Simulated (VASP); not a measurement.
Set up this calculation in VASP 6.6.1, as the native input.

| Item | Value |
| --- | --- |
| Task | single point |
| Functional | PBE |
| Potentials or basis | VASP PAW PBE potentials, release 64 (Ga_d, Se, S) |
| Cutoff | 520 eV |
| k mesh | 4 × 4 × 1 |
| Occupations | gaussian, width 0.15 eV |
| Spin | no spin polarisation |
| Dipole correction | no |
| Further INCAR settings | ALGO = Normal; EDIFF = 1e-06; NBANDS = 34 |

The structure of Ga2SeS3 lies in POSCAR:

```
Ga2SeS3
1.0
    3.6011187453      0.0000000000      0.0000000000
   -1.8005593726      3.1186603155      0.0000000000
    0.0000000000      0.0000000000     14.7697833332
Ga Se S
2 1 3
Direct
    0.3333333333      0.6666666667      0.1167573816
    0.3333333333      0.6666666667      0.2838420194
    0.0000000000      0.0000000000      0.6339941923
    0.0000000000      0.0000000000      0.7722216017
    0.6666666667      0.3333333333      0.0429699264
    0.6666666667      0.3333333333      0.3582148786
```

The input as run:

INCAR

```
PREC = Accurate
ENCUT = 520
EDIFF = 1E-6
ISMEAR = 0
SIGMA = 0.15
LREAL = F
LASPH = T
NELM = 60
ALGO = Normal
ISIF = 2
LWAVE = F
LCHARG = T
GGA = PE
LELF = T
LVHAR = T
NBANDS = 34
```

KPOINTS

```
Automatic mesh
0
Gamma
  4 4 1
```

Potentials or basis: VASP PAW PBE potentials, release 64 (Ga_d, Se, S).

The run is started by

```sh
$ cat potpaw_PBE.64/Ga_d/POTCAR potpaw_PBE.64/Se/POTCAR potpaw_PBE.64/S/POTCAR > POTCAR
$ mpirun -np 1 vasp_std > vasp.out
```

Results of the run:

```
Pressure               : 0.0 GPa
Largest force          : 0.026 eV/Å
Band gap on the k mesh : zero (bands 25 and 26 overlap by 1.11 eV)
```

Caveat: the k points lie up to 0.50 Å⁻¹ apart, too coarse for converged energies and pressures of a metal; this functional lacks dispersion, which binds layers or chains, so the pressure and a relaxed spacing across them are unreliable.

It took 65 s on 1 thread of Intel Xeon 8259CL, on a shared host, peak memory 0.28 GiB.
